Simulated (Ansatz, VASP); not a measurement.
## One calculation of NaH, two programs

INCAR

```
SYSTEM = NaH
PREC     = Accurate       ! precision mode
ENCUT    = 600            ! plane-wave cutoff, eV
EDIFF    = 1E-7           ! SCF threshold, eV
ISMEAR   = 0              ! smearing method
SIGMA    = 0.1            ! smearing width, eV
LREAL    = .FALSE.        ! projectors in reciprocal space
LASPH    = .TRUE.         ! aspherical terms in the spheres
NELM     = 80             ! most SCF steps
ALGO     = Normal         ! electronic algorithm
ISIF     = 3              ! what is computed and relaxed
LWAVE    = .FALSE.        ! write WAVECAR
LCHARG   = .FALSE.        ! write CHGCAR
GGA      = PE             ! functional
IBRION   = 2              ! ionic algorithm
NSW      = 90             ! ionic steps
EDIFFG   = -0.04          ! ionic threshold
```

File KPOINTS:

```
regular mesh
0
G
  6 6 6
  0 0 0
```

File POSCAR:

```
NaH
1.0
    1.4739514200      0.8509862500      7.5688560800
   -1.4739514200      0.8509862500      7.5688560800
    0.0000000000     -1.7019725000      7.5688560800
Na H
3 3
Direct
    0.5000000000      0.5000000000      0.5000000000
    0.6187099800      0.6187099800      0.6187099800
    0.3812900200      0.3812900200      0.3812900200
    0.0000000000      0.0000000000      0.0000000000
    0.7766360000      0.7766360000      0.7766360000
    0.2233640000      0.2233640000      0.2233640000
```

Input for Ansatz:

```yaml
crystal:
  lattice:
    - [1.47395142, 0.85098625, 7.56885608]
    - [-1.47395142, 0.85098625, 7.56885608]
    - [0.0, -1.7019725, 7.56885608]
  atoms:
    - { symbol: Na, position: [0.5, 0.5, 0.5] }
    - { symbol: Na, position: [0.61870998, 0.61870998, 0.61870998] }
    - { symbol: Na, position: [0.38129002, 0.38129002, 0.38129002] }
    - { symbol: H, position: [0.0, 0.0, 0.0] }
    - { symbol: H, position: [0.776636, 0.776636, 0.776636] }
    - { symbol: H, position: [0.223364, 0.223364, 0.223364] }
basis:
  ecutwfc: 420
kpoints:
  mp_grid: { grid: [6, 6, 6] }
hamiltonian:
  xc: pbe
scf:
  occupations: { method: gaussian, width: 0.1 }
  lower_state_search: "off"
output:
  forces: true
  stress: true
  eigenvalues: true
relax:
  adjacent_minimum: "off"
  f_tol: 0.04
  max_steps: 70
  cell: { stress_tol: 0.4 }
```

Alike in both runs: task relaxation of cell and atoms; functional PBE; k mesh 6 × 6 × 6; occupations gaussian, width 0.1 eV; no spin polarisation.

```csv
,VASP,Ansatz
version,VASP 6.6.1,Ansatz 0.2.0
potentials or method,"VASP PAW PBE potentials, release 64 (Na_pv, H), cutoff 600 eV","scalar-relativistic, plane waves, PAW"
valence electrons in the cell,24,30
```

Ansatz gave:

```
gap on the k mesh at the Fermi level, each at its own relaxed structure (eV) : 3.52
relaxed volume (Å³/atom)                                                     : 14.07
relaxed length of the cell vector where the two differ most in proportion (Å)              : 8.872
```

Question: Estimate VASP's values.

Answer: gap on the k mesh at the Fermi level, each at its own relaxed structure (eV): 3.50; relaxed volume (Å³/atom): 14.17; relaxed length of the cell vector where the two differ most in proportion (Å): 8.900.

VASP's potentials hold 24 valence electrons a cell and Ansatz's 30, so a difference there can come from the potentials and not from the codes.

Noted on VASP's run: the volume moved by over 15 % at a fixed basis, so the end points are rough.
